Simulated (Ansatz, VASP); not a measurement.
# One calculation of TaAl4, two programs

```
Ta Al
1.0
     5.38752    0.00000    0.00000
     0.00000    5.38752    0.00000
     0.00000    0.00000    6.37722
Ta Al
2 8
Cartesian
  2.6938 2.6938 0.0000
  0.0000 0.0000 0.0000
  3.7154 4.3659 1.9205
  4.3659 1.6721 1.9205
  1.0217 1.6721 4.4567
  4.3659 3.7154 4.4567
  3.7154 1.0217 4.4567
  1.6721 4.3659 4.4567
  1.6721 1.0217 1.9205
  1.0217 3.7154 1.9205
```

Change from the starting cell: species swapped into the PtPb4 type (P4/nbm, No. 125).

Alike in both runs: functional PBE; k mesh 8 × 8 × 6; occupations gaussian, width 0.1 eV; no spin polarisation.

Ansatz relaxed the structure, and its values are those at the end. VASP's run is a single point on that final structure, the one shown.

|  | VASP | Ansatz |
| --- | --- | --- |
| version | VASP 6.6.1 | Ansatz 0.2.0 |
| potentials or method | VASP PAW PBE potentials, release 64 (Ta_pv, Al), cutoff 520 eV | scalar-relativistic, plane waves, PAW |
| valence electrons in the cell | 46 | 50 |

```tsv
	VASP	Ansatz	Ansatz less VASP
gap on the k mesh at the Fermi level (eV)	none	none	-
pressure (GPa)	0.0	0.0	+0.02
```

A gap of «none» marks a metal or a gap that the smearing closes. VASP's potentials hold 46 valence electrons a cell and Ansatz's 50, so a difference there can come from the potentials and not from the codes.

Spin-orbit coupling is off throughout.
